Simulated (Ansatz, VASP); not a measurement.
**Si: VASP beside Ansatz**

```
Si
1.0
     3.61815    0.00000    0.00000
    -1.80908    3.13341    0.00000
     0.00000    0.00000    6.94287
Si
4
Direct
  0.33333 0.66667 0.07258
  0.66667 0.33333 0.57258
  0.33333 0.66667 0.42742
  0.66667 0.33333 0.92742
```

Alike in both runs: task single point; functional LDA; k mesh 12 × 12 × 6; occupations gaussian, width 0.03 eV; no spin polarisation.

|  | VASP | Ansatz |
| --- | --- | --- |
| version | VASP 6.6.1 | Ansatz 0.2.0 |
| potentials or method | VASP PAW LDA potentials, release 64 (Si), cutoff 520 eV | scalar-relativistic, plane waves, PAW |
| valence electrons in the cell | 16 | 16 |

```tsv
	VASP	Ansatz	Ansatz less VASP
gap on the k mesh at the Fermi level (eV)	none	none	-
pressure (GPa)	-0.5	-0.6	-0.06
traceless stress, the component that is largest in VASP (GPa)	-15.39	-15.28	+0.110
rms of the force components (eV/Å)	0.157	0.159	+0.0023
```

Ansatz warns that its potentials were made for another functional, while VASP's fit it. LDA's correlation is that of Perdew and Zunger in VASP and of Perdew and Wang (1992) in Ansatz. Atom by atom the forces differ by 0.002 eV/Å (rms over components). A gap of «none» marks a metal or a gap that the smearing closes.
